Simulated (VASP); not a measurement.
Hf: single point with PBE

Hf:

```
Hf
1.0
     4.70586    0.00000    0.00000
    -2.35293    4.07539    0.00000
     0.00000    0.00000    2.93096
Hf
3
Direct
  0.66667 0.33333 0.50000
  0.33333 0.66667 0.50000
  0.00000 0.00000 0.00000
```

This cell differs from its parent crystal: volume scaled by 0.840.

```yaml
Program: VASP 6.6.1
Task: single point
Functional: PBE
Potentials_or_basis: VASP PAW PBE potentials, release 64 (Hf_pv)
Cutoff: 520 eV
k_mesh: 10 × 10 × 14
Occupations: gaussian, width 0.05 eV
Spin: no spin polarisation
```

| Quantity | Value |
| --- | --- |
| Pressure | 25.0 GPa |
| Band gap on the k mesh | zero (band 15 reaches 6.54 eV, above the bottom of band 16 at 5.49 eV) |

Stress tensor (GPa, compression positive):
```
24.88  0.00  0.00
 0.00 24.88  0.00
 0.00  0.00 25.22
```

Levels at points of the mesh, in eV from the Fermi level:
```csv
k point,band 13,band 14,band 15,band 16,band 17,band 18
"(0.00, 0.00, 0.00)",-0.60,-0.60,-0.56,-0.56,1.20,2.36
"(0.50, 0.00, 0.00)",-0.75,-0.71,-0.56,0.02,0.95,1.60
"(0.00, 0.00, 0.50)",-2.40,-2.40,-2.06,1.50,1.50,2.46
"(0.50, 0.00, 0.50)",-1.91,-1.00,-0.68,0.41,1.20,1.21
```

It took 110 s on 1 thread of Intel(R) Xeon(R) Platinum 8488C (Sapphire Rapids), with other jobs on the host, peak memory 0.24 GiB.

Caveat: spin-orbit coupling is left out, which moves the levels of the heavy elements.
